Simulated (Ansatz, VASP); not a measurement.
# Sb: VASP beside Ansatz

```
Sb
1.0
     2.14560    1.23876    3.65874
    -2.14560    1.23876    3.65874
     0.00000   -2.47753    3.65874
Sb
2
Cartesian
  0.0000 0.0000 2.5897
  0.0000 0.0000 8.3865
```

Alike in both runs: task single point; functional LDA; k mesh 9 × 9 × 9; occupations fermi-dirac, width 0.1 eV; no spin polarisation.

|  | VASP | Ansatz |
| --- | --- | --- |
| version | VASP 6.6.1 | Ansatz 0.2.0 |
| potentials or method | VASP PAW LDA potentials, release 64 (Sb), cutoff 520 eV | plane waves (500 eV) with PAW, scalar-relativistic |
| valence electrons in the cell | 10 | 30 |

|  | VASP | Ansatz | Ansatz less VASP |
| --- | --- | --- | --- |
| pressure (GPa) | 0.3 | 0.0 | -0.29 |
| traceless stress, the component that is largest in VASP (GPa) | -0.06 | 0.00 | +0.056 |

Ansatz warns that its potentials were made for another functional, while VASP's fit it. LDA's correlation is that of Perdew and Zunger in VASP and of Perdew and Wang (1992) in Ansatz. VASP's potentials hold 10 valence electrons a cell and Ansatz's 30, so a difference there can come from the potentials and not from the codes.

Spin-orbit coupling is off throughout.
